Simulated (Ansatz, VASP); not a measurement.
CaSe in VASP and in Ansatz

```
Ca Se
1.0
     5.00568    0.00000    0.00000
    -2.50284    4.33504    0.00000
     0.00000    0.00000    5.87554
Ca Se
2 2
Cartesian
  0.0000 2.8900 1.4689
  2.5028 1.4450 4.4067
  2.5028 1.4450 1.4689
  0.0000 2.8900 4.4067
```

Alike in both runs: task single point; functional PBE; k mesh 6 × 6 × 4; no spin polarisation.

```csv
,VASP,Ansatz
version,VASP 6.6.1,Ansatz 0.2.0
potentials or method,"VASP PAW PBE potentials, release 64 (Ca_sv, Se)","plane waves, PAW"
plane-wave cutoff (eV),500,420
occupations,"gaussian, width 0.01 eV",fixed
valence electrons in the cell,32,52
```

|  | VASP | Ansatz | Ansatz less VASP |
| --- | --- | --- | --- |
| gap on the k mesh at the Fermi level (eV) | 2.44 | 2.45 | +0.009 |

VASP's potentials hold 32 valence electrons a cell and Ansatz's 52, so a difference there can come from the potentials and not from the codes.
